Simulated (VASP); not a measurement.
**Te: single point with PBE**

Te:

```xyz
2
Lattice="4.0797 0.0000 0.0000 -2.0398 3.5331 0.0000 0.0000 0.0000 4.3797" Properties=species:S:1:pos:R:3 pbc="T T T"
Te    0.0000    2.3554    1.0949
Te    2.0398    1.1777    3.2848
```

| Quantity | Value |
| --- | --- |
| Program | VASP 6.6.1 |
| Task | single point |
| Functional | PBE |
| Potentials or basis | VASP PAW PBE potentials, release 64 (Te) |
| Cutoff | 520 eV |
| k mesh | 12 × 12 × 10 |
| Occupations | gaussian, width 0.1 eV |
| Spin | no spin polarisation |

```
Pressure               : -0.1 GPa
Band gap on the k mesh : zero (band 6 reaches 7.56 eV, above the bottom of band 7 at 5.31 eV)
```

Levels at points of the mesh, in eV from the Fermi level:
| k point | band 2 | band 3 | band 4 | band 5 | band 6 | band 7 | band 8 | band 9 | band 10 | band 11 |
| --- | --- | --- | --- | --- | --- | --- | --- | --- | --- | --- |
| (0.00, 0.00, 0.00) | -8.62 | -4.39 | -1.89 | -1.89 | 0.85 | 0.85 | 3.16 | 3.24 | 5.84 | 7.88 |
| (0.50, 0.00, 0.00) | -10.53 | -3.62 | -3.30 | -2.54 | -0.79 | -0.61 | 2.09 | 3.08 | 7.49 | 7.62 |
| (0.00, 0.00, 0.50) | -11.89 | -0.71 | -0.71 | -0.47 | -0.47 | -0.47 | -0.47 | 6.41 | 6.41 | 6.41 |
| (0.50, 0.00, 0.50) | -10.92 | -5.41 | -5.41 | -1.41 | -1.41 | 1.01 | 1.01 | 7.25 | 7.25 | 10.89 |

Wall time 69 s on 1 thread of AMD EPYC 7R43 64-Core Processor (Zen 3), on a shared host, peak memory 0.19 GiB.

Caveat: spin-orbit coupling is left out, which moves the levels of the heavy elements.
